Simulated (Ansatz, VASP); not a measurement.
# K: VASP beside Ansatz

```
K
1.0
     4.60948    0.00000    0.00000
    -2.30474    3.99192    0.00000
     0.00000    0.00000   14.96925
K
4
Direct
  0.00000 0.00000 0.00000
  0.33333 0.66667 0.75000
  0.00000 0.00000 0.50000
  0.66667 0.33333 0.25000
```

Alike in both runs: functional PBE; dispersion D3(BJ); k mesh 12 × 12 × 4; occupations gaussian, width 0.1 eV; no spin polarisation.

Ansatz relaxed the structure, and its values are those at the end. VASP's run is a single point on that final structure, the one shown.

```csv
,VASP,Ansatz
version,VASP 6.6.1,Ansatz 0.2.0
potentials or method,"VASP PAW PBE potentials, release 64 (K_sv), cutoff 520 eV","scalar-relativistic, plane waves, PAW"
valence electrons in the cell,36,36
```

|  | VASP | Ansatz | Ansatz less VASP |
| --- | --- | --- | --- |
| gap on the k mesh at the Fermi level (eV) | none | none | - |
| pressure (GPa) | 0.0 | 0.0 | +0.01 |

A gap of «none» marks a metal or a gap that the smearing closes.
